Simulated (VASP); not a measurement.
Wanted: the native input for a VASP 6.6.1 run.

| Quantity | Value |
| --- | --- |
| Task | single point |
| Functional | PBE |
| Potentials or basis | VASP PAW PBE potentials, release 64 (Nb_sv) |
| Cutoff | 520 eV |
| k mesh | 15 × 15 × 14 |
| Occupations | fermi-dirac, width 0.05 eV |
| Spin | no spin polarisation |
| Dipole correction | no |
| Further INCAR settings | ALGO = Normal; EDIFF = 1e-06; NBANDS = 12 |

The structure of Nb lies in POSCAR:

```
Nb
1.0
    2.2035597225      0.0000000000      0.0000000000
   -1.1017798613      1.9083386984      0.0000000000
    0.0000000000      0.0000000000      2.0719580949
Nb
1
Direct
    0.0000000000      0.0000000000      0.0000000000
```

The input as run:

INCAR

```
  PREC = Accurate
  ENCUT = 520
  EDIFF = 1E-6
  ISMEAR = -1
  SIGMA = 0.05
  LREAL = F
  LASPH = T
  NELM = 100
  ALGO = Normal
  ISIF = 2
  LWAVE = F
  LCHARG = F
  GGA = PE
  NBANDS = 12
```

KPOINTS

```
Automatic mesh
0
Gamma
  15 15 14
```

Potentials or basis: VASP PAW PBE potentials, release 64 (Nb_sv).

The run is started by

```bash
$ cat potpaw_PBE.64/Nb_sv/POTCAR > POTCAR
$ mpirun -np 1 vasp_std > vasp.out
```

It gave:

| Quantity | Value |
| --- | --- |
| Pressure | 540.0 GPa |

Run time: 25 s on 1 thread of AMD EPYC 7R43 64-Core Processor (Zen 3) (shared host), peak memory 0.09 GiB.
